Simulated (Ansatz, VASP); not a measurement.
# In: VASP beside Ansatz

```
In
1.0
     3.33548    0.00000    0.00000
    -1.66774    2.88861    0.00000
     0.00000    0.00000    5.50914
In
2
Direct
  0.66667 0.33333 0.75000
  0.33333 0.66667 0.25000
```

Alike in both runs: functional PBEsol; k mesh 5 × 5 × 3; occupations fermi-dirac, width 0.05 eV; no spin polarisation.

|  | VASP | Ansatz |
| --- | --- | --- |
| version | VASP 6.6.1 | Ansatz 0.2.0 |
| potentials or method | VASP PAW PBE potentials, release 64 (In_d) | Ansatz PAW |
| plane-wave cutoff (eV) | 520 | 420 |
| valence electrons in the cell | 26 | 26 |
| task | single point | projected density of states |

```csv
,VASP,Ansatz,Ansatz less VASP
gap on the k mesh at the Fermi level (eV),none,none,-
pressure (GPa),-1.7,-1.6,+0.04
"traceless stress, the component that is largest in VASP (GPa)",0.49,0.49,0.000
```

VASP's potentials were made for PBE, not for PBEsol. A gap of «none» marks a metal or a gap that the smearing closes.

The k mesh is coarse, so the values compare programs but aren't converged.
